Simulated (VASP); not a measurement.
Ti, 1 atom in the cell. It takes space group Pm-3m (No. 221, cubic). Conventional cell: a = 2.469 Å, b = 2.469 Å, c = 2.469 Å, α = 90.00°, β = 90.00°, γ = 90.00°. Within 3.3 Å of Ti (site symmetry m-3m) lie 6 Ti at 2.47 Å. This isn't the form of Ti at room conditions, which is hcp.

```yaml
Program: VASP 6.6.1
Task: single point
Functional: r2SCAN
Potentials_or_basis: VASP PAW PBE potentials, release 64 (Ti_sv)
Cutoff: 520 eV
k_mesh: 6 × 6 × 6
Occupations: methfessel-paxton, width 0.05 eV
Spin: no spin polarisation
Dipole_correction: no
Further_INCAR_settings: ALGO = Normal; EDIFF = 1e-06; NBANDS = 12
```

Potentials or basis: VASP PAW PBE potentials, release 64 (Ti_sv).

Run with:

```bash
$ cat potpaw_PBE.64/Ti_sv/POTCAR > POTCAR
$ cp INCAR.step1 INCAR
$ mpirun -np 1 vasp_std > vasp.out
$ cp INCAR.step2 INCAR
$ mpirun -np 1 vasp_std > vasp.out
```

Hardware: 1 thread of Intel(R) Xeon(R) Platinum 8559C (Emerald Rapids), on a shared host.

Problem. How long does it take, and how much memory?

Solution. Wall time 15 s on 1 thread of Intel(R) Xeon(R) Platinum 8559C (Emerald Rapids) (shared host), peak memory 0.12 GiB. Counts: k points 20.
